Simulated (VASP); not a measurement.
# Al3Cu2 (P-3m1) in VASP: notebook

The runs below take Al3Cu2 through single point, with PBEsol.

Everything below comes from runs of VASP 6.6.1. Logs are shortened: lines on timing, memory, paths and dates and some standing lists are left out, and cuts for length are marked.

### 1 The cell of the first run

Symmetry: P-3m1, No. 164, trigonal system. Conventional cell: a = 4.092 Å, b = 4.092 Å, c = 4.993 Å, α = 90.00°, β = 90.00°, γ = 120.00°. Within 3.3 Å of Al (site symmetry -3m) lie 6 Cu at 2.49 Å and 6 Al at 2.94 Å. Within 3.2 Å of Al (site symmetry 3m) lie 5 Cu at 2.44 to 2.55 Å and 6 Al at 2.80 to 2.94 Å. Cu (site symmetry 3m) has 8 Al at 2.44 to 2.55 Å and 3 Cu at 2.85 Å within 3.2 Å.

### 2 Single point, PBEsol

File INCAR:

```
  PREC = Accurate
  ENCUT = 520
  EDIFF = 1E-6
  ISMEAR = 1
  SIGMA = 0.1
  LREAL = False
  LASPH = True
  NELM = 60
  ALGO = Normal
  ISIF = 2
  LWAVE = False
  LCHARG = False
  GGA = PS
  NBANDS = 24
```

File KPOINTS:

```
Automatic mesh
0
Gamma
  6 6 4
```

File POSCAR:

```
Al3Cu2
1.0
    4.0919520000      0.0000000000      0.0000000000
   -2.0459760000      3.5437340000      0.0000000000
    0.0000000000      0.0000000000      4.9927790000
Al Cu
3 2
Direct
    0.0000000000      0.0000000000      0.0000000000
    0.3333333333      0.6666666667      0.3499250000
    0.6666666667      0.3333333333      0.6500750000
    0.3333333333      0.6666666667      0.8395120000
    0.6666666667      0.3333333333      0.1604880000
```

Potentials or basis: VASP PAW PBE potentials, release 64 (Al, Cu).

On the command line:

```sh
cat potpaw_PBE.64/Al/POTCAR potpaw_PBE.64/Cu/POTCAR > POTCAR
mpirun -np 1 vasp_std > vasp.out
```

OUTCAR:

```text
PREC = Accurate
   ENCUT = 520
   EDIFF = 1E-6
   ISMEAR = 1
   LREAL = False
   LASPH = True
   NELM = 60
   ISIF = 2
   GGA = PS

 ion  position               nearest neighbor table
   1  0.000  0.000  0.000-   4 2.49   5 2.49   5 2.49   4 2.49   5 2.49   4 2.49   2 2.94   3 2.94
                             3 2.94   2 2.94   2 2.94   3 2.94
   2  0.333  0.667  0.350-   4 2.44   5 2.54   5 2.54   5 2.54   4 2.55   3 2.80   3 2.80   3 2.80
                             1 2.94   1 2.94   1 2.94
   3  0.667  0.333  0.650-   5 2.44   4 2.54   4 2.54   4 2.54   5 2.55   2 2.80   2 2.80   2 2.80
                             1 2.94   1 2.94   1 2.94
   4  0.333  0.667  0.840-   2 2.44   1 2.49   1 2.49   1 2.49   3 2.54   3 2.54   3 2.54   2 2.55

   5  0.667  0.333  0.160-   3 2.44   1 2.49   1 2.49   1 2.49   2 2.54   2 2.54   2 2.54   3 2.55

  LATTYP: Found a hexagonal cell.
 ALAT       =     4.0919520000
 C/A-ratio  =     1.2201460330

  Lattice vectors:

 A1 = (   4.0919520000,   0.0000000000,   0.0000000000)
 A2 = (  -2.0459760000,   3.5437340000,   0.0000000000)
 A3 = (   0.0000000000,   0.0000000000,   4.9927790000)

Analysis of symmetry for initial positions (statically):
=====================================================================
 Subroutine PRICEL returns:
 Original cell was already a primitive cell.

 Routine SETGRP: Setting up the symmetry group for a
 hexagonal supercell.

 Subroutine GETGRP returns: Found 12 space group operations
 (whereof 12 operations were pure point group operations)
 out of a pool of 24 trial point group operations.

The static configuration has the point symmetry D_3d.

Analysis of symmetry for dynamics (positions and initial velocities):
=====================================================================
 Subroutine PRICEL returns:
 Original cell was already a primitive cell.

 Routine SETGRP: Setting up the symmetry group for a
 hexagonal supercell.

 Subroutine GETGRP returns: Found 12 space group operations
 (whereof 12 operations were pure point group operations)
 out of a pool of 24 trial point group operations.

The dynamic configuration has the point symmetry D_3d.

 Subroutine INISYM returns: Found 12 space group operations
 (whereof 12 operations are pure point group operations),
 and found     1 'primitive' translations

----------------------------------------------------------------------------------------

                                     Primitive cell

  volume of cell :      72.3992

  direct lattice vectors                    reciprocal lattice vectors
     4.091952000  0.000000000  0.000000000     0.244382143  0.141094111  0.000000000
    -2.045976000  3.543734000  0.000000000     0.000000000  0.282188223  0.000000000
     0.000000000  0.000000000  4.992779000     0.000000000  0.000000000  0.200289258

  length of vectors
     4.091952000  4.091951668  4.992779000     0.282188200  0.282188223  0.200289258

  position of ions in fractional coordinates (direct lattice)
     0.000000000  0.000000000  0.000000000
     0.333333333  0.666666667  0.349925000
     0.666666667  0.333333333  0.650075000
     0.333333333  0.666666667  0.839512000
     0.666666667  0.333333333  0.160488000

  ion indices of the primitive-cell ions
   primitive index   ion index
                 1           1
                 2           2
                 3           3
                 4           4
                 5           5

----------------------------------------------------------------------------------------

 KPOINTS: Automatic mesh

Automatic generation of k-mesh.
 Grid dimensions read from file:
 generate k-points for:    6    6    4

 Generating k-lattice:

  Cartesian coordinates                     Fractional coordinates (reciprocal lattice)
     0.040730357  0.023515685  0.000000000     0.166666667  0.000000000  0.000000000
     0.000000000  0.047031370  0.000000000     0.000000000  0.166666667  0.000000000
     0.000000000  0.000000000  0.050072314     0.000000000  0.000000000  0.250000000

  Length of vectors
     0.047031367  0.047031370  0.050072314

  Shift w.r.t. Gamma in fractional coordinates (k-lattice)
     0.000000000  0.000000000  0.000000000

 Subroutine IBZKPT returns following result:
 ===========================================

 Found     24 irreducible k-points:

 Following reciprocal coordinates:
            Coordinates               Weight
  0.000000  0.000000  0.000000      1.000000
  0.166667 -0.000000  0.000000      6.000000
  0.333333 -0.000000  0.000000      6.000000
  0.500000 -0.000000  0.000000      3.000000
  0.166667  0.166667  0.000000      6.000000
  0.333333  0.166667  0.000000     12.000000
[... 16 lines left out ...]
  0.333333  0.166667  0.500000     12.000000
  0.333333  0.333333  0.500000      2.000000
   k-points           NKPTS =     24   k-points in BZ     NKDIM =     24   number of bands    NBANDS=     24
   number of dos      NEDOS =    301   number of ions     NIONS =      5
   total plane-waves  NPLWV =  36000
   dimension x,y,z NGX =    30 NGY =   30 NGZ =   40
   dimension x,y,z NGXF=    60 NGYF=   60 NGZF=   80
   ions per type =               3   2
   NGX,Y,Z   is equivalent  to a cutoff of  12.19, 12.19, 13.32 a.u.
   NGXF,Y,Z  is equivalent  to a cutoff of  24.38, 24.38, 26.64 a.u.
 SYSTEM =  unknown system
   PREC   = accura    normal or accurate (medium, high low for compatibility)
   ISTART =      0    job   : 0-new  1-cont  2-samecut
   ICHARG =      2    charge: 1-file 2-atom 10-const
   ISPIN  =      1    spin polarized calculation?
   LNONCOLLINEAR =      F non collinear calculations
   LSORBIT =      F    spin-orbit coupling
   LASPH  =      T    aspherical Exc in radial PAW
   ENCUT  =  520.0 eV  38.22 Ry    6.18 a.u.   7.61  7.61  9.28*2*pi/ulx,y,z
   NELM   =     60;   NELMIN=  2; NELMDL= -5     # of ELM steps
   EDIFF  = 0.1E-05   stopping-criterion for ELM
   LREAL  =      F    real-space projection
   EDIFFG = 0.1E-04   stopping-criterion for IOM
   NSW    =      0    number of steps for IOM
   IBRION =     -1    ionic relax: 0-MD 1-quasi-New 2-CG
   NFREE  =      0    steps in history (QN), initial steepest desc. (CG)
   ISIF   =      2    stress and relaxation
   ISYM   =      2    0-nonsym 1-usesym 2-fastsym
   POTIM  = 0.5000    time-step for ionic-motion
   TEBEG  =    0.0;   TEEND  =   0.0 temperature during run
   PSTRESS=    0.0 pullay stress
   NELECT =      31.0000    total number of electrons
   NUPDOWN=      -1.0000    fix difference up-down
   EMIN   =  10.00;   EMAX   =-10.00  energy-range for DOS
   EFERMI =   0.00;   METHOD = LEGACY
   ISMEAR =     1;   SIGMA  =   0.10  broadening in eV -4-tet -1-fermi 0-gaus
   EFERMI_NEDOS =   21; number of points for ismear=-14 and -15
   IALGO  =     38    algorithm
   IMIX   =      4    mixing-type and parameters
     AMIX     =   0.40;   BMIX     =  1.00
     AMIX_MAG =   1.60;   BMIX_MAG =  1.00
  volume/ion in A,a.u.               =      14.48        97.71
  Fermi-wavevector in a.u.,A,eV,Ry     =   1.233912  2.331755 20.715387  1.522538
  Thomas-Fermi vector in A             =   2.368623
   LORBIT       =      0    0 simple, 1 ext, 2 COOP (PROOUT), +10 PAW based schemes
   GGA     = PS    functional components
   LHFCALC =     F    Hartree Fock is set to
   AEXX    =    0.0000 exact exchange contribution
   IVDW    =     0    specifies the selected vdW correction
   LEPSILON=     F    determine dielectric tensor
   LRPA    =     F    only Hartree local field effects (RPA)
 non-spin polarized calculation
 Methfessel and Paxton  Order N= 1 SIGMA  =   0.10
  energy-cutoff  :      520.00
  volume of cell :       72.40
 maximum number of plane-waves:      2010
   NGX = 15   NGY = 15   NGZ = 19

 number of electron      30.9999996 magnetization

 Free energy of the ion-electron system (eV)
  ---------------------------------------------------
  ext. energy  EPLUGINS =         0.00000000
  ---------------------------------------------------
  free energy    TOTEN  =       -21.68983521 eV

  energy without entropy =      -21.68736370  energy(sigma->0) =      -21.68901137

 E-fermi :   8.2662     XC(G=0): -11.0712

 val. band max:        8.2488512662   @ k =   0.0000   0.3333   0.2500
 cond. band min:       8.2717707077   @ k =   0.1667   0.1667   0.2500
 fundamental gap:      0.0229194415
 Fermi energy:         8.2661765083

 k-point     1 :       0.0000    0.0000    0.0000
  band No.  band energies     occupation
      1      -2.9553      2.00000
      2       1.8636      2.00000
      3       2.4033      2.00000
      4       2.9504      2.00000
      5       2.9504      2.00000
      6       3.3053      2.00000
[... 16 lines left out ...]
     23      14.1558      0.00000
     24      14.1558      0.00000

 k-point     2 :       0.1667   -0.0000    0.0000
  band No.  band energies     occupation
      1      -2.6257      2.00000
      2       2.0180      2.00000
      3       2.3598      2.00000
      4       3.0121      2.00000
      5       3.0483      2.00000
      6       3.2424      2.00000
[... 16 lines left out ...]
     23      13.5239      0.00000
     24      13.8745      0.00000

 k-point     3 :       0.3333   -0.0000    0.0000
  band No.  band energies     occupation
      1      -1.6590      2.00000
      2       1.6844      2.00000
      3       2.2149      2.00000
      4       2.9359      2.00000
      5       3.2658      2.00000
      6       3.3023      2.00000
[... 16 lines left out ...]
     23      14.3272      0.00000
     24      15.1068      0.00000
[... 514 lines left out ...]
 k-point    23 :       0.3333    0.1667    0.5000
  band No.  band energies     occupation
      1       0.2887      2.00000
      2       1.0266      2.00000
      3       1.7758      2.00000
      4       2.3938      2.00000
      5       2.7934      2.00000
      6       3.2205      2.00000
[... 16 lines left out ...]
     23      15.1865      0.00000
     24      15.4505      0.00000

 k-point    24 :       0.3333    0.3333    0.5000
  band No.  band energies     occupation
      1       1.5012      2.00000
      2       1.6390      2.00000
      3       1.6390      2.00000
      4       2.0203      2.00000
      5       2.0203      2.00000
      6       2.8453      2.00000
[... 16 lines left out ...]
     23      15.0079      0.00000
     24      15.0308      0.00000

------------------------ aborting loop because EDIFF is reached ----------------------------------------

  FORCE on cell =-STRESS in cart. coord.  units (eV):
  Direction    XX          YY          ZZ          XY          YZ          ZX
  --------------------------------------------------------------------------------------
  -------------------------------------------------------------------------------------
  Total        0.1238931      0.1238931      0.7429887     -0.0000000      0.0000000     -0.0000000
  in kB        2.7417250      2.7417244     16.4421584     -0.0000000      0.0000000     -0.0000000
  external PRESSURE =       7.3085359 kB  Pullay stress =       0.0000000 kB

 VOLUME and BASIS-vectors are now :
 -----------------------------------------------------------------------------
  energy-cutoff  :      520.00
  volume of cell :       72.40
      direct lattice vectors                 reciprocal lattice vectors
     4.091952000  0.000000000  0.000000000     0.244382143  0.141094111  0.000000000
    -2.045976000  3.543734000  0.000000000     0.000000000  0.282188223  0.000000000
     0.000000000  0.000000000  4.992779000     0.000000000  0.000000000  0.200289258

 POSITION                                       TOTAL-FORCE (eV/Angst)
 -----------------------------------------------------------------------------------
      0.00000      0.00000      0.00000        -0.000000      0.000000      0.000000
     -0.00000      2.36249      1.74710        -0.000000      0.000000     -0.022857
      2.04598      1.18124      3.24568        -0.000000      0.000000      0.022857
     -0.00000      2.36249      4.19150         0.000000      0.000000      0.083829
      2.04598      1.18124      0.80128         0.000000     -0.000000     -0.083829
 -----------------------------------------------------------------------------------
    total drift:                                0.000000      0.000000      0.000000

  FREE ENERGIE OF THE ION-ELECTRON SYSTEM (eV)
  ---------------------------------------------------
  free  energy   TOTEN  =       -21.6898352097 eV

  energy  without entropy=      -21.6873636999  energy(sigma->0) =      -21.68901137
```

Run time: 32 s. Hardware: 1 thread of AMD EPYC 7R43 (Zen 3), shared host; peak memory 0.16 GiB.

Results:

```yaml
Free_energy: -21.6898 eV
Pressure: 0.7 GPa
Largest_force: 0.084 eV/Å
```

Forces in eV/Å, atoms in the order of the input:
```
Al   0.000  0.000  0.000
Al   0.000  0.000 -0.023
Al   0.000  0.000  0.023
Cu   0.000  0.000  0.084
Cu   0.000  0.000 -0.084
```

Caveat: the PAW data sets were made with another functional, which shifts forces and pressure a little.

### 3 Single point, PBEsol

File INCAR:

```
SYSTEM = Al3Cu2
ALGO     = Normal         ! electronic algorithm
EDIFF    = 1E-6           ! SCF threshold, eV
ENCUT    = 520            ! plane-wave cutoff, eV
GGA      = PS             ! functional
ISIF     = 2              ! what is computed and relaxed
ISMEAR   = 1              ! smearing method
LASPH    = .TRUE.         ! aspherical terms in the spheres
LCHARG   = .TRUE.         ! write CHGCAR
LELF     = .TRUE.         ! ELF
LREAL    = .FALSE.        ! projectors in reciprocal space
LVHAR    = .TRUE.       
LWAVE    = .FALSE.        ! write WAVECAR
NBANDS   = 24             ! bands
NELM     = 60             ! most SCF steps
PREC     = Accurate       ! precision mode
SIGMA    = 0.1            ! smearing width, eV
```

File KPOINTS:

```
k-points
0
G
  6 6 4
  0 0 0
```

POSCAR is that of step 2.

Potentials or basis: VASP PAW PBE potentials, release 64 (Al, Cu).

On the command line:

```sh
cat potpaw_PBE.64/Al/POTCAR potpaw_PBE.64/Cu/POTCAR > POTCAR
mpirun -np 1 vasp_std > vasp.out
```

Run time: 34 s. Hardware: 1 thread of AMD EPYC 7R43 (Zen 3), shared host; peak memory 0.16 GiB.

The run converged. Its results:

```
Free energy   : -21.6898 eV
Pressure      : 0.7 GPa
Largest force : 0.084 eV/Å
```

Forces in eV/Å, atoms in the order of the input:
```
Al   0.000  0.000  0.000
Al   0.000  0.000 -0.023
Al   0.000  0.000  0.023
Cu   0.000  0.000  0.084
Cu   0.000  0.000 -0.084
```

Stress tensor (GPa, compression positive):
```
0.27 0.00 0.00
0.00 0.27 0.00
0.00 0.00 1.64
```

Levels at points of the mesh, in eV from the Fermi level:
```
           k point  band 11  band 12  band 13  band 14  band 15  band 16  band 17  band 18  band 19  band 20
(0.00, 0.00, 0.00)    -4.09    -3.65    -3.58    -0.12    -0.12     1.40     1.40     2.59     2.96     5.38
(0.50, 0.00, 0.00)    -4.24    -4.05    -2.99    -2.94    -2.52    -0.74    -0.03     0.43     3.05     3.87
(0.00, 0.00, 0.50)    -4.13    -4.13     1.25     1.25     1.39     1.39     1.83     2.48     2.48     2.51
(0.50, 0.00, 0.50)    -4.27    -4.16    -4.09    -3.48    -1.69    -0.13     0.81     1.01     5.17     5.34
```

Caveat: the PAW data sets were made with another functional, which shifts forces and pressure a little.
